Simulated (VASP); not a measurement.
ScAl, 2 atoms in the cell. The structure is cubic, space group Pm-3m (No. 221). Conventional cell: a = 3.310 Å, b = 3.310 Å, c = 3.310 Å, α = 90.00°, β = 90.00°, γ = 90.00°. Sc (site symmetry m-3m) has 8 Al at 2.87 Å and 6 Sc at 3.31 Å within 3.8 Å. Within 3.8 Å of Al (site symmetry m-3m) lie 8 Sc at 2.87 Å and 6 Al at 3.31 Å. 

```yaml
Program: VASP 6.6.1
Task: single point
Functional: LDA
Potentials_or_basis: VASP PAW LDA potentials, release 64 (Sc_sv, Al)
Cutoff: 520 eV
k_mesh: 12 × 12 × 12
Occupations: fermi-dirac, width 0.15 eV
Spin: no spin polarisation
Dipole_correction: no
Further_INCAR_settings: ALGO = Normal; EDIFF = 1e-06; NBANDS = 14
```

Potentials or basis: VASP PAW LDA potentials, release 64 (Sc_sv, Al).

Command:

```sh
$ cat potpaw_LDA.64/Sc_sv/POTCAR potpaw_LDA.64/Al/POTCAR > POTCAR
$ mpirun -np 1 vasp_std > vasp.out
```

Hardware: 1 thread of Intel(R) Xeon(R) Platinum 8259CL CPU @ 2.50GHz (Skylake/Cascade Lake), with other jobs on the host.

**Question.** Estimate the wall time of this run.

**Answer.** It took 34 s on 1 thread of Intel(R) Xeon(R) Platinum 8259CL CPU @ 2.50GHz (Skylake/Cascade Lake) (shared host), peak memory 0.17 GiB. Counts: scf iterations 13, k points 84.
